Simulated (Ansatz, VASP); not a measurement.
## Lu: VASP beside Ansatz

The input INCAR:

```
ALGO = Normal
EDIFF = 1E-7
EDIFFG = -0.01
ENCUT = 600
GGA = PS
IBRION = 2
ISIF = 3
ISMEAR = -1
LASPH = True
LCHARG = False
LREAL = False
LWAVE = False
NELM = 80
NSW = 80
PREC = Accurate
SIGMA = 0.1
```

KPOINTS

```
k-points
0
Gamma
  7 7 9
```

Contents of POSCAR:

```
Lu
1.0
    5.5034237973      0.0000000000      0.0000000000
   -2.7517118986      4.7661048162      0.0000000000
    0.0000000000      0.0000000000      3.3735987877
Lu
3
Direct
    0.0000000000      0.0000000000      0.0000000000
    0.3333333333      0.6666666667      0.5000000000
    0.6666666667      0.3333333333      0.5000000000
```

Input for Ansatz:

```yaml
crystal:
  lattice:
    - [5.5034237973, 0.0, 0.0]
    - [-2.7517118986, 4.7661048162, 0.0]
    - [0.0, 0.0, 3.3735987877]
  atoms:
    - { symbol: Lu, position: [0.0, 0.0, 0.0] }
    - { symbol: Lu, position: [0.3333333333, 0.6666666667, 0.5] }
    - { symbol: Lu, position: [0.6666666667, 0.3333333333, 0.5] }
hamiltonian:
  xc: pbesol
  pseudopotentials:
    kind: paw
    azcp:
      Lu: "pseudopotentials/Lu.paw.azcp"
basis:
  ecutwfc: 420
  fft_grid_basis: typed
kpoints:
  mp_grid: { grid: [7, 7, 9], shift: [0, 0, 0] }
magnetization:
  spin_polarized: false
scf:
  occupations: { method: fermi_dirac, width: 0.1 }
relax:
  max_steps: 60
  f_tol: 0.01
  cell: {}
output:
  write_density: true
  write_potential: true
  elf: true
  volumetric_format: npy
```

Alike in both runs: task relaxation of cell and atoms; functional PBEsol; k mesh 7 × 7 × 9; occupations fermi-dirac, width 0.1 eV; no spin polarisation.

|  | VASP | Ansatz |
| --- | --- | --- |
| version | VASP 6.6.1 | Ansatz 0.2.0 |
| potentials or method | VASP PAW PBE potentials, release 64 (Lu), cutoff 600 eV | plane waves (420 eV) with PAW, scalar-relativistic |
| valence electrons in the cell | 75 | 75 |

|  | VASP | Ansatz | Ansatz less VASP |
| --- | --- | --- | --- |
| relaxed volume (Å³/atom) | 27.52 | 27.37 | -0.157 |
| relaxed length of the cell vector where the two differ most in proportion (Å) | 5.335 | 5.324 | -0.0105 |

VASP's potentials were made for PBE, not for PBEsol, and Ansatz warns of the same on its side.

Neither program's run includes spin-orbit coupling.
